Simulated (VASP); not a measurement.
A run of VASP 6.6.1 is set up as follows.

File INCAR:

```
SYSTEM = Al16C
ALGO     = Normal         ! electronic algorithm
EDIFF    = 1E-7           ! SCF threshold, eV
ENCUT    = 520            ! plane-wave cutoff, eV
GGA      = PE             ! functional
ISIF     = 2              ! what is computed and relaxed
ISMEAR   = 1              ! smearing method
LASPH    = .True.         ! aspherical terms in the spheres
LCHARG   = .False.        ! write CHGCAR
LREAL    = Auto         
LWAVE    = .False.        ! write WAVECAR
NBANDS   = 40             ! bands
NELM     = 100            ! most SCF steps
PREC     = Accurate       ! precision mode
SIGMA    = 0.1            ! smearing width, eV
```

KPOINTS

```
k-points
0
Gamma
  3 3 3
  0 0 0
```

POSCAR

```
Al16C
1.0
   -4.0389296000      4.0389296000      4.0389296000
    4.0389296000     -4.0389296000      4.0389296000
    4.0389296000      4.0389296000     -4.0389296000
Al C
16 1
Direct
   -0.0231154066     -0.0320630743     -0.0320171463
    0.0049625772      0.2489780956      0.7495254436
    0.0058115645      0.4912242095      0.4912513206
    0.0049732236      0.7495953878      0.2491086995
    0.2567636980      0.0033909975      0.7573668776
    0.2381040511      0.2373050771      0.4880349982
    0.2378763918      0.4879090985      0.2371174036
    0.2568264621      0.7573614306      0.0034280122
    0.4907043936     -0.0039411432      0.4889999816
    0.5075026561      0.2731795573      0.2732227618
    0.4906990704      0.4889570247     -0.0037873896
    0.4818026539      0.7500240905      0.7500040357
    0.7443281507      0.0033853029      0.2387174562
    0.7442487980      0.2386525876      0.0034294978
    0.7689184530      0.4733234271      0.7773226599
    0.7687316461      0.7771483563      0.4733500430
    0.6424885445      0.6140622010      0.6142124884
```

Potentials or basis: VASP PAW PBE potentials, release 64 (Al, C).

Launch:

```bash
$ cat potpaw_PBE.64/Al/POTCAR potpaw_PBE.64/C/POTCAR > POTCAR
$ mpirun -np 1 vasp_std > vasp.out
```

(1) Estimate the largest force.

(2) What does it give for the pressure?

Answers

(1) 0.011 eV/Å.

(2) 3.4 GPa.

Caveat: the k points lie up to 0.37 Å⁻¹ apart, too coarse for converged energies and pressures of a metal.
